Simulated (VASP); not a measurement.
A run of VASP 6.6.1:

Contents of INCAR:

```
SYSTEM = TaSi2
PREC = Accurate
ENCUT = 600
EDIFF = 1E-6
ISMEAR = 0
SIGMA = 0.1
LREAL = .False.
LASPH = .True.
NELM = 100
ALGO = Normal
ISIF = 3
LWAVE = .False.
LCHARG = .False.
GGA = PE
IBRION = 2
NSW = 100
EDIFFG = -0.01
```

File KPOINTS:

```
regular mesh
0
Gamma
  14 14 14
  0 0 0
```

The input POSCAR:

```
TaSi2
1.0
    0.0000000000      3.0312130484      3.0312130484
    3.0312130484      0.0000000000      3.0312130484
    3.0312130484      3.0312130484      0.0000000000
Ta Si
1 2
Direct
    0.0000000000      0.0000000000      0.0000000000
    0.2500000000      0.2500000000      0.2500000000
    0.7500000000      0.7500000000      0.7500000000
```

Potentials or basis: VASP PAW PBE potentials, release 64 (Ta_pv, Si).

Command:

```console
$ cat potpaw_PBE.64/Ta_pv/POTCAR potpaw_PBE.64/Si/POTCAR > POTCAR
$ mpirun -np 1 vasp_std > vasp.out
```

Hardware: 1 thread of Intel Xeon 8259CL, on a shared host.

Estimate the wall time of this run.

It took 2.1 min on 1 thread of Intel Xeon 8259CL, with other jobs on the host, peak memory 0.27 GiB. Counts: scf iterations 13, k points 104, ion steps 1.
